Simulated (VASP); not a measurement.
# TaN (P6_3/mmc) in VASP: notebook, part 2 of 3

VASP 6.6.1.

### 3 Electric field gradients, PBEsol (volume scaled by 0.98)

File INCAR:

```
  ALGO = Normal
  EDIFF = 1E-8
  ENCUT = 520
  GGA = PS
  ISIF = 2
  ISMEAR = -1
  LASPH = True
  LCHARG = False
  LEFG = True
  LREAL = False
  LWAVE = False
  NBANDS = 24
  NELM = 60
  PREC = Accurate
  SIGMA = 0.01
```

File KPOINTS:

```
k-points
0
Gamma
  11 11 6
```

File POSCAR:

```
TaN
1.0
    3.0275449731      0.0000000000      0.0000000000
   -1.5137724866      2.6219308577      0.0000000000
    0.0000000000      0.0000000000      4.8849922940
Ta N
2 2
Direct
    0.0000000000      0.0000000000      0.0000000000
    0.0000000000      0.0000000000      0.5000000000
    0.3333333333      0.6666666667      0.2500000000
    0.6666666667      0.3333333333      0.7500000000
```

Potentials or basis: VASP PAW PBE potentials, release 64 (Ta_pv, N).

On the command line:

```sh
> cat potpaw_PBE.64/Ta_pv/POTCAR potpaw_PBE.64/N/POTCAR > POTCAR
> mpirun -np 1 vasp_std > vasp.out
```

OUTCAR:

```text
EDIFF = 1E-8
   ENCUT = 520
   GGA = PS
   ISIF = 2
   ISMEAR = -1
   LASPH = True
   LREAL = False
   NELM = 60
   PREC = Accurate

 ion  position               nearest neighbor table
   1  0.000  0.000  0.000-   3 2.13   4 2.13   3 2.13   4 2.13   4 2.13   3 2.13   2 2.44   2 2.44

   2  0.000  0.000  0.500-   3 2.13   4 2.13   3 2.13   4 2.13   4 2.13   3 2.13   1 2.44   1 2.44

   3  0.333  0.667  0.250-   1 2.13   2 2.13   1 2.13   2 2.13   1 2.13   2 2.13
   4  0.667  0.333  0.750-   1 2.13   2 2.13   1 2.13   2 2.13   1 2.13   2 2.13

  LATTYP: Found a hexagonal cell.
 ALAT       =     3.0275449731
 C/A-ratio  =     1.6135160129

  Lattice vectors:

 A1 = (   3.0275449731,   0.0000000000,   0.0000000000)
 A2 = (  -1.5137724866,   2.6219308577,   0.0000000000)
 A3 = (   0.0000000000,   0.0000000000,   4.8849922940)

Analysis of symmetry for initial positions (statically):
[... 856 lines left out ...]
 -----------------------------------------------------------------------------------
      0.00000      0.00000      0.00000         0.000000      0.000000      0.000000
      0.00000      0.00000      2.44250         0.000000      0.000000      0.000000
     -0.00000      1.74795      1.22125        -0.000000      0.000000     -0.000000
      1.51377      0.87398      3.66374         0.000000      0.000000      0.000000
 -----------------------------------------------------------------------------------
    total drift:                               -0.000000      0.000000      0.000000

  FREE ENERGIE OF THE ION-ELECTRON SYSTEM (eV)
  ---------------------------------------------------
  free  energy   TOTEN  =       -44.0401322639 eV

  energy  without entropy=      -44.0395081109  energy(sigma->0) =      -44.03982019

 Electric field gradients (V/A^2)
---------------------------------------------------------------------
 ion       V_xx      V_yy      V_zz      V_xy      V_xz      V_yz
---------------------------------------------------------------------
   1      83.097    83.097  -166.195    -0.000     0.000    -0.000
   2      83.097    83.097  -166.195    -0.000    -0.000     0.000
   3      -3.239    -3.238     6.477     0.001     0.000     0.000
   4      -3.239    -3.238     6.477     0.001    -0.000     0.000
---------------------------------------------------------------------

 Electric field gradients after diagonalization (V/A^2)
 (convention: |V_zz| > |V_xx| > |V_yy|)
----------------------------------------------------------------------
 ion       V_xx      V_yy      V_zz     asymmetry (V_yy - V_xx)/ V_zz
----------------------------------------------------------------------
   1      83.098    83.097  -166.195       0.000
   2      83.098    83.097  -166.195       0.000
   3      -3.239    -3.237     6.477       0.000
   4      -3.239    -3.237     6.477       0.000
----------------------------------------------------------------------

           NMR quadrupolar parameters

 Cq : quadrupolar parameter    Cq=e*Q*V_zz/h
 eta: asymmetry parameters     (V_yy - V_xx)/ V_zz
 Q  : nuclear electric quadrupole moment in mb (millibarn)
----------------------------------------------------------------------
 ion       Cq(MHz)       eta       Q (mb)
----------------------------------------------------------------------
   1      -0.402       0.000       1.000
   2      -0.402       0.000       1.000
   3       0.016       0.000       1.000
   4       0.016       0.000       1.000
----------------------------------------------------------------------
```

OSZICAR:

```text
N       E                     dE             d eps       ncg     rms          rms(c)
DAV:   1     0.271708554634E+03    0.27171E+03   -0.17296E+04  3072   0.143E+03
DAV:   2    -0.354891195747E+02   -0.30720E+03   -0.29258E+03  3632   0.418E+02
DAV:   3    -0.488158432674E+02   -0.13327E+02   -0.13077E+02  3880   0.852E+01
DAV:   4    -0.489627874240E+02   -0.14694E+00   -0.14679E+00  3496   0.912E+00
DAV:   5    -0.489646403140E+02   -0.18529E-02   -0.18515E-02  3888   0.845E-01    0.428E+01
DAV:   6    -0.442522922068E+02    0.47123E+01   -0.16778E+01  3680   0.292E+01    0.196E+01
DAV:   7    -0.440929775750E+02    0.15931E+00   -0.93368E-01  3424   0.721E+00    0.111E+01
DAV:   8    -0.440447866266E+02    0.48191E-01   -0.10544E-01  3720   0.248E+00    0.131E+00
DAV:   9    -0.440403769435E+02    0.44097E-02   -0.13746E-02  3608   0.741E-01    0.412E-01
DAV:  10    -0.440402076598E+02    0.16928E-03   -0.16853E-03  3648   0.336E-01    0.902E-02
DAV:  11    -0.440401328076E+02    0.74852E-04   -0.18429E-04  3632   0.111E-01    0.137E-02
DAV:  12    -0.440401330364E+02   -0.22876E-06   -0.58274E-06  3744   0.179E-02    0.667E-03
DAV:  13    -0.440401323520E+02    0.68433E-06   -0.34199E-07  3808   0.357E-03    0.289E-03
DAV:  14    -0.440401322668E+02    0.85253E-07   -0.26152E-08  3008   0.128E-03    0.607E-04
DAV:  15    -0.440401322554E+02    0.11366E-07   -0.33171E-09  2008   0.385E-04    0.339E-04
DAV:  16    -0.440401322639E+02   -0.84574E-08   -0.85424E-10  1760   0.201E-04
   1 F= -.44040132E+02 E0= -.44039820E+02  d E =-.624153E-03
```

stdout:

```text
POSCAR found type information on POSCAR TaN
 POSCAR found :  2 types and       4 ions
 scaLAPACK will be used
 -----------------------------------------------------------------------------
|                                                                             |
|                                                                             |
|     You enforced a specific xc type in the INCAR file but a different       |
|     I HOPE YOU KNOW WHAT YOU ARE DOING!                                     |
|                                                                             |
 -----------------------------------------------------------------------------

 LDA part: xc-table for (Slater+PW92), standard interpolation
 POSCAR, INCAR and KPOINTS ok, starting setup
 FFT: planning ... GRIDC
 FFT: planning ... GRID_SOFT
 FFT: planning ... GRID
 WAVECAR not read
 entering main loop
ion   1

ion   2

ion   3

ion   4
```

It took 46 s on 1 thread of Intel Xeon Platinum 8175M at 2.50GHz (Skylake/Cascade Lake), shared host; peak memory 0.19 GiB.

Results:

- Free energy: -44.0401 eV
- Pressure: 61.0 GPa
- Band gap on the k mesh: zero (band 16 reaches 10.72 eV, above the bottom of band 17 at 8.02 eV)

Stress tensor (GPa, compression positive):
```
 32.02   0.00   0.00
  0.00  32.02   0.00
  0.00   0.00 119.07
```

Electric field gradients, principal values (V/Å²):
```csv
atom,least,middle,greatest (by size)
1 Ta,83.097,83.098,-166.195
2 Ta,83.097,83.098,-166.195
3 N,-3.237,-3.239,6.477
4 N,-3.237,-3.239,6.477
```

Caveat: without QUAD_EFG the Cq values of the log hold for a quadrupole moment of 1 mb, not for the nuclei; the PAW data sets were made with another functional, which shifts forces and pressure a little; spin-orbit coupling is left out, which moves the levels of the heavy elements.

### 4 Electric field gradients, PBEsol (volume scaled by 0.98)

File INCAR:

```
SYSTEM = TaN
  PREC = Accurate
  ENCUT = 520
  EDIFF = 1E-8
  ISMEAR = -1
  SIGMA = 0.01
  LREAL = .False.
  LASPH = .True.
  NELM = 60
  ALGO = Normal
  ISIF = 2
  LWAVE = .False.
  LCHARG = .False.
  GGA = PS
  LEFG = .True.
  NBANDS = 24
```

File KPOINTS:

```
Automatic mesh
0
Gamma
  11 11 6
  0 0 0
```

POSCAR is that of step 3.

Potentials or basis: VASP PAW PBE potentials, release 64 (Ta_pv, N).

On the command line:

```sh
> cat potpaw_PBE.64/Ta_pv/POTCAR potpaw_PBE.64/N/POTCAR > POTCAR
> mpirun -np 1 vasp_std > vasp.out
```

OUTCAR:

```text
SYSTEM = TaN
   PREC = Accurate
   ENCUT = 520
   EDIFF = 1E-8
   ISMEAR = -1
   LREAL = .False.
   LASPH = .True.
   NELM = 60
   ISIF = 2
   GGA = PS

 ion  position               nearest neighbor table
   1  0.000  0.000  0.000-   3 2.13   4 2.13   3 2.13   4 2.13   4 2.13   3 2.13   2 2.44   2 2.44

   2  0.000  0.000  0.500-   3 2.13   4 2.13   3 2.13   4 2.13   4 2.13   3 2.13   1 2.44   1 2.44

   3  0.333  0.667  0.250-   1 2.13   2 2.13   1 2.13   2 2.13   1 2.13   2 2.13
   4  0.667  0.333  0.750-   1 2.13   2 2.13   1 2.13   2 2.13   1 2.13   2 2.13

  LATTYP: Found a hexagonal cell.
 ALAT       =     3.0275449731
 C/A-ratio  =     1.6135160129

  Lattice vectors:

 A1 = (   3.0275449731,   0.0000000000,   0.0000000000)
 A2 = (  -1.5137724866,   2.6219308577,   0.0000000000)
 A3 = (   0.0000000000,   0.0000000000,   4.8849922940)

Analysis of symmetry for initial positions (statically):
=====================================================================
 Subroutine PRICEL returns:
 Original cell was already a primitive cell.

 Routine SETGRP: Setting up the symmetry group for a
 hexagonal supercell.

 Subroutine GETGRP returns: Found 24 space group operations
 (whereof 12 operations were pure point group operations)
 out of a pool of 24 trial point group operations.

The static configuration has the point symmetry D_3d.
 The point group associated with its full space group is D_6h.

Analysis of symmetry for dynamics (positions and initial velocities):
=====================================================================
 Subroutine PRICEL returns:
 Original cell was already a primitive cell.

 Routine SETGRP: Setting up the symmetry group for a
 hexagonal supercell.

 Subroutine GETGRP returns: Found 24 space group operations
 (whereof 12 operations were pure point group operations)
 out of a pool of 24 trial point group operations.

The dynamic configuration has the point symmetry D_3d.
 The point group associated with its full space group is D_6h.

 Subroutine INISYM returns: Found 24 space group operations
 (whereof 12 operations are pure point group operations),
 and found     1 'primitive' translations

----------------------------------------------------------------------------------------

                                     Primitive cell

  volume of cell :      38.7771

  direct lattice vectors                    reciprocal lattice vectors
     3.027544973  0.000000000  0.000000000     0.330300626  0.190699155  0.000000000
    -1.513772487  2.621930858  0.000000000     0.000000000  0.381398311  0.000000000
     0.000000000  0.000000000  4.884992294     0.000000000  0.000000000  0.204708614

  length of vectors
[... 87 lines left out ...]
   LREAL  =      F    real-space projection
   EDIFFG = 0.1E-06   stopping-criterion for IOM
   NSW    =      0    number of steps for IOM
   IBRION =     -1    ionic relax: 0-MD 1-quasi-New 2-CG
   NFREE  =      0    steps in history (QN), initial steepest desc. (CG)
   ISIF   =      2    stress and relaxation
   ISYM   =      2    0-nonsym 1-usesym 2-fastsym
   POTIM  = 0.5000    time-step for ionic-motion
   TEBEG  =    0.0;   TEEND  =   0.0 temperature during run
   PSTRESS=    0.0 pullay stress
   NELECT =      32.0000    total number of electrons
   NUPDOWN=      -1.0000    fix difference up-down
   EMIN   =  10.00;   EMAX   =-10.00  energy-range for DOS
   EFERMI =   0.00;   METHOD = LEGACY
   ISMEAR =    -1;   SIGMA  =   0.01  broadening in eV -4-tet -1-fermi 0-gaus
   EFERMI_NEDOS =   21; number of points for ismear=-14 and -15
   IALGO  =     38    algorithm
   IMIX   =      4    mixing-type and parameters
     AMIX     =   0.40;   BMIX     =  1.00
     AMIX_MAG =   1.60;   BMIX_MAG =  1.00
  volume/ion in A,a.u.               =       9.69        65.42
  Fermi-wavevector in a.u.,A,eV,Ry     =   1.535558  2.901784 32.081703  2.357939
  Thomas-Fermi vector in A             =   2.642330
   LORBIT       =      0    0 simple, 1 ext, 2 COOP (PROOUT), +10 PAW based schemes
   GGA     = PS    functional components
   LHFCALC =     F    Hartree Fock is set to
   AEXX    =    0.0000 exact exchange contribution
   IVDW    =     0    specifies the selected vdW correction
   LEPSILON=     F    determine dielectric tensor
   LRPA    =     F    only Hartree local field effects (RPA)
 non-spin polarized calculation
  energy-cutoff  :      520.00
  volume of cell :       38.78
 maximum number of plane-waves:      1087
 NGX is ok and might be reduce to    24
   NGX = 11   NGY = 11   NGZ = 19

 number of electron      32.0000000 magnetization

 Free energy of the ion-electron system (eV)
  ---------------------------------------------------
  ext. energy  EPLUGINS =         0.00000000
  ---------------------------------------------------
  free energy    TOTEN  =       -44.04013226 eV

  energy without entropy =      -44.03950811  energy(sigma->0) =      -44.03982019

 E-fermi :   9.9989     XC(G=0): -14.0183

 val. band max:        9.9821852987   @ k =   0.1818  -0.0000   0.0000
 cond. band min:      10.0123539377   @ k =   0.0909   0.0000   0.5000
 fundamental gap:      0.0301686389
 Fermi energy:         9.9989045479

 k-point     1 :       0.0000    0.0000    0.0000
  band No.  band energies     occupation
      1     -27.2820      2.00000
      2     -25.2809      2.00000
      3     -25.2809      2.00000
      4     -24.8765      2.00000
      5     -24.8765      2.00000
      6     -24.0515      2.00000
[... 637 lines left out ...]
     23      16.4567      0.00000
     24      16.8781      0.00000

 [... further k-points ...]
[... 5 lines left out ...]
  --------------------------------------------------------------------------------------
  -------------------------------------------------------------------------------------
  Total        7.7489421      7.7489421     28.8181186     -0.0000000      0.0000000      0.0000000
  in kB      320.1675231    320.1675231   1190.6948791     -0.0000000      0.0000000      0.0000000
  external PRESSURE =     610.3433085 kB  Pullay stress =       0.0000000 kB

 VOLUME and BASIS-vectors are now :
 -----------------------------------------------------------------------------
  energy-cutoff  :      520.00
  volume of cell :       38.78
      direct lattice vectors                 reciprocal lattice vectors
     3.027544973  0.000000000  0.000000000     0.330300626  0.190699155  0.000000000
    -1.513772487  2.621930858  0.000000000     0.000000000  0.381398311  0.000000000
     0.000000000  0.000000000  4.884992294     0.000000000  0.000000000  0.204708614

 POSITION                                       TOTAL-FORCE (eV/Angst)
 -----------------------------------------------------------------------------------
      0.00000      0.00000      0.00000         0.000000      0.000000      0.000000
      0.00000      0.00000      2.44250         0.000000      0.000000      0.000000
     -0.00000      1.74795      1.22125        -0.000000      0.000000     -0.000000
      1.51377      0.87398      3.66374         0.000000      0.000000      0.000000
 -----------------------------------------------------------------------------------
    total drift:                               -0.000000      0.000000      0.000000

  FREE ENERGIE OF THE ION-ELECTRON SYSTEM (eV)
  ---------------------------------------------------
  free  energy   TOTEN  =       -44.0401322639 eV

  energy  without entropy=      -44.0395081109  energy(sigma->0) =      -44.03982019

 Electric field gradients (V/A^2)
---------------------------------------------------------------------
 ion       V_xx      V_yy      V_zz      V_xy      V_xz      V_yz
---------------------------------------------------------------------
   1      83.097    83.097  -166.195    -0.000     0.000    -0.000
   2      83.097    83.097  -166.195    -0.000    -0.000     0.000
   3      -3.239    -3.238     6.477     0.001     0.000     0.000
   4      -3.239    -3.238     6.477     0.001    -0.000     0.000
---------------------------------------------------------------------

 Electric field gradients after diagonalization (V/A^2)
 (convention: |V_zz| > |V_xx| > |V_yy|)
----------------------------------------------------------------------
 ion       V_xx      V_yy      V_zz     asymmetry (V_yy - V_xx)/ V_zz
----------------------------------------------------------------------
   1      83.098    83.097  -166.195       0.000
   2      83.098    83.097  -166.195       0.000
   3      -3.239    -3.237     6.477       0.000
   4      -3.239    -3.237     6.477       0.000
----------------------------------------------------------------------

           NMR quadrupolar parameters

 Cq : quadrupolar parameter    Cq=e*Q*V_zz/h
 eta: asymmetry parameters     (V_yy - V_xx)/ V_zz
 Q  : nuclear electric quadrupole moment in mb (millibarn)
----------------------------------------------------------------------
 ion       Cq(MHz)       eta       Q (mb)
----------------------------------------------------------------------
   1      -0.402       0.000       1.000
   2      -0.402       0.000       1.000
   3       0.016       0.000       1.000
   4       0.016       0.000       1.000
----------------------------------------------------------------------
```

OSZICAR:

```text
N       E                     dE             d eps       ncg     rms          rms(c)
DAV:   1     0.271708554634E+03    0.27171E+03   -0.17296E+04  3072   0.143E+03
DAV:   2    -0.354891195747E+02   -0.30720E+03   -0.29258E+03  3632   0.418E+02
DAV:   3    -0.488158432674E+02   -0.13327E+02   -0.13077E+02  3880   0.852E+01
DAV:   4    -0.489627874240E+02   -0.14694E+00   -0.14679E+00  3496   0.912E+00
DAV:   5    -0.489646403140E+02   -0.18529E-02   -0.18515E-02  3888   0.845E-01    0.428E+01
DAV:   6    -0.442522922068E+02    0.47123E+01   -0.16778E+01  3680   0.292E+01    0.196E+01
DAV:   7    -0.440929775750E+02    0.15931E+00   -0.93368E-01  3424   0.721E+00    0.111E+01
DAV:   8    -0.440447866266E+02    0.48191E-01   -0.10544E-01  3720   0.248E+00    0.131E+00
DAV:   9    -0.440403769435E+02    0.44097E-02   -0.13746E-02  3608   0.741E-01    0.412E-01
DAV:  10    -0.440402076598E+02    0.16928E-03   -0.16853E-03  3648   0.336E-01    0.902E-02
DAV:  11    -0.440401328076E+02    0.74852E-04   -0.18429E-04  3632   0.111E-01    0.137E-02
DAV:  12    -0.440401330364E+02   -0.22876E-06   -0.58274E-06  3744   0.179E-02    0.667E-03
DAV:  13    -0.440401323520E+02    0.68433E-06   -0.34199E-07  3808   0.357E-03    0.289E-03
DAV:  14    -0.440401322668E+02    0.85253E-07   -0.26152E-08  3008   0.128E-03    0.607E-04
DAV:  15    -0.440401322554E+02    0.11366E-07   -0.33171E-09  2008   0.385E-04    0.339E-04
DAV:  16    -0.440401322639E+02   -0.84574E-08   -0.85424E-10  1760   0.201E-04
   1 F= -.44040132E+02 E0= -.44039820E+02  d E =-.624153E-03
```

Run time: 46 s. Hardware: 1 thread of Intel Xeon Platinum 8175M at 2.50GHz (Skylake/Cascade Lake), shared host; peak memory 0.19 GiB.

Results:

```
Free energy            : -44.0401 eV
Pressure               : 61.0 GPa
Band gap on the k mesh : zero (band 16 reaches 10.72 eV, above the bottom of band 17 at 8.02 eV)
```

Levels at points of the mesh, in eV from the Fermi level:
```
           k point  band 13  band 14  band 15  band 16  band 17  band 18  band 19  band 20
(0.00, 0.00, 0.00)    -3.70    -3.70    -3.67    -1.98    -1.98    -0.71    -0.71     2.99
(0.00, 0.00, 0.50)    -6.54    -6.54    -0.04    -0.04    -0.04    -0.04     0.02     0.02
```

Electric field gradients, principal values (V/Å²):
| atom | least | middle | greatest (by size) |
| --- | --- | --- | --- |
| 1 Ta | 83.097 | 83.098 | -166.195 |
| 2 Ta | 83.097 | 83.098 | -166.195 |
| 3 N | -3.237 | -3.239 | 6.477 |
| 4 N | -3.237 | -3.239 | 6.477 |

Caveat: without QUAD_EFG the Cq values of the log hold for a quadrupole moment of 1 mb, not for the nuclei; the PAW data sets were made with another functional, which shifts forces and pressure a little; spin-orbit coupling is left out, which moves the levels of the heavy elements.

(Continued in part 3 of 3.)
